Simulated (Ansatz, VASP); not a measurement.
**Two plane-wave programs on Al**

File INCAR:

```
SYSTEM = Al
ALGO     = Normal         ! electronic algorithm
EDIFF    = 1E-6           ! SCF threshold, eV
ENCUT    = 520            ! plane-wave cutoff, eV
ISIF     = 2              ! what is computed and relaxed
ISMEAR   = -1             ! smearing method
LASPH    = .True.         ! aspherical terms in the spheres
LCHARG   = .False.        ! write CHGCAR
LREAL    = .False.        ! projectors in reciprocal space
LWAVE    = .False.        ! write WAVECAR
NBANDS   = 8              ! bands
NELM     = 80             ! most SCF steps
PREC     = Accurate       ! precision mode
SIGMA    = 0.1            ! smearing width, eV
```

The input KPOINTS:

```
k-points
0
Gamma
  4 4 4
  0 0 0
```

Contents of POSCAR:

```
Al
1.0
    0.0000000000      1.9916090303      1.9916090303
    1.9916090303      0.0000000000      1.9916090303
    1.9916090303      1.9916090303      0.0000000000
Al
1
Direct
    0.0000000000      0.0000000000      0.0000000000
```

Input for Ansatz:

```yaml
crystal:
  lattice:
    - [0.0, 1.9916090303, 1.9916090303]
    - [1.9916090303, 0.0, 1.9916090303]
    - [1.9916090303, 1.9916090303, 0.0]
  atoms:
    - { symbol: Al, position: [0.0, 0.0, 0.0] }
hamiltonian:
  xc: lda
  pseudopotentials:
    kind: paw
    azcp:
      Al: "pseudopotentials/Al.paw.azcp"
basis:
  ecutwfc: 420
  fft_grid_basis: typed
kpoints:
  mp_grid: { grid: [4, 4, 4], shift: [0, 0, 0] }
magnetization:
  spin_polarized: false
scf:
  occupations: { method: fermi_dirac, width: 0.1 }
  lower_state_search: "off"
output:
  stress: true
```

Alike in both runs: task single point; functional LDA; k mesh 4 × 4 × 4; occupations fermi-dirac, width 0.1 eV; no spin polarisation.

|  | VASP | Ansatz |
| --- | --- | --- |
| version | VASP 6.6.1 | Ansatz 0.2.0 |
| potentials or method | VASP PAW LDA potentials, release 64 (Al), cutoff 520 eV | plane waves (420 eV) with PAW, scalar-relativistic |
| valence electrons in the cell | 3 | 3 |

Ansatz gave:

| Quantity | Value |
| --- | --- |
| pressure (GPa) | 1.2 |

Question: Estimate VASP's values.

Answer: Pressure (GPa): 1.3.

Ansatz warns that its potentials were made for another functional, while VASP's fit it. LDA's correlation is that of Perdew and Zunger in VASP and of Perdew and Wang (1992) in Ansatz.

The k mesh is coarse, so the values compare programs but aren't converged.
